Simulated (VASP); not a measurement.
Runs of VASP 6.6.1 on GaP2. The structure is that of space group P-4m2 (No. 115), or close to it. The cells are those of the table. 

| task | cell | k mesh | cutoff (eV) | gap on the mesh (eV) | pressure (GPa) | largest force (eV/Å) |
| --- | --- | --- | --- | --- | --- | --- |
| single point | a = 3.621, b = 3.621, c = 4.073 Å, 3 atoms | 4 × 4 × 4 | 520 | none | 0.0 | 0.03 |
| single point | a = 3.791, b = 3.791, c = 3.833 Å, 3 atoms | 4 × 4 × 4 | 520 | none | (a) | 3.38 |
| relaxation of cell and atoms | relaxed from a = 3.791, b = 3.791, c = 3.833 Å, 3 atoms | 4 × 4 × 4 | 600 | none | 0.1 | - |
| single point | a = 3.395, b = 3.395, c = 4.760 Å, 3 atoms | 12 × 12 × 12 | 520 | none | -0.1 | 0.01 |
| single point | a = 3.634, b = 3.634, c = 4.084 Å, 3 atoms | 6 × 6 × 4 | 520 | none | 0.0 | 0.03 |

Alike in all rows: level PBE; potentials or basis VASP PAW PBE potentials, release 64 (Ga_d, P); no spin polarisation; smearing gaussian 0.1 eV.

Question: Fill in the values left out.

Answer: (a) 20.4.

Caveats: some runs use coarse meshes; forces of over 1 eV/Å act on the atoms, so gaps and moduli don't describe the material at rest (some runs).

A k mesh can miss the band edges, and the runs leave out spin-orbit coupling on Ga.

A gap of «none» marks levels without a gap at the run's occupations.
